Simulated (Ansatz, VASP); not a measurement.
# Os: VASP beside Ansatz

```
CELL_PARAMETERS angstrom
2.73410 0.00000 0.00000
-1.36705 2.36780 0.00000
0.00000 0.00000 4.31970
ATOMIC_POSITIONS crystal
Os 0.33333 0.66667 0.11110
Os 0.66667 0.33333 0.75000
```

Alike in both runs: task single point; functional PBE; k mesh 18 × 18 × 12; occupations gaussian, width 0.15 eV; no spin polarisation.

```csv
,VASP,Ansatz
version,VASP 6.6.1,Ansatz 0.2.0
potentials or method,"VASP PAW PBE potentials, release 64 (Os), cutoff 520 eV","scalar-relativistic, plane waves, PAW"
valence electrons in the cell,16,32
```

Ansatz gave:

- gap on the k mesh at the Fermi level (eV): none
- rms of the force components (eV/Å): 11.080

Question: Estimate VASP's values.

Answer: gap on the k mesh at the Fermi level (eV): none; rms of the force components (eV/Å): 11.019.

Atom by atom the forces differ by 0.061 eV/Å (rms over components). A gap of «none» marks a metal or a gap that the smearing closes. With one functional, cell and mesh, what is left measures potentials, basis and numerics. VASP's potentials hold 16 valence electrons a cell and Ansatz's 32, so a difference there can come from the potentials and not from the codes.

Neither program's run includes spin-orbit coupling.
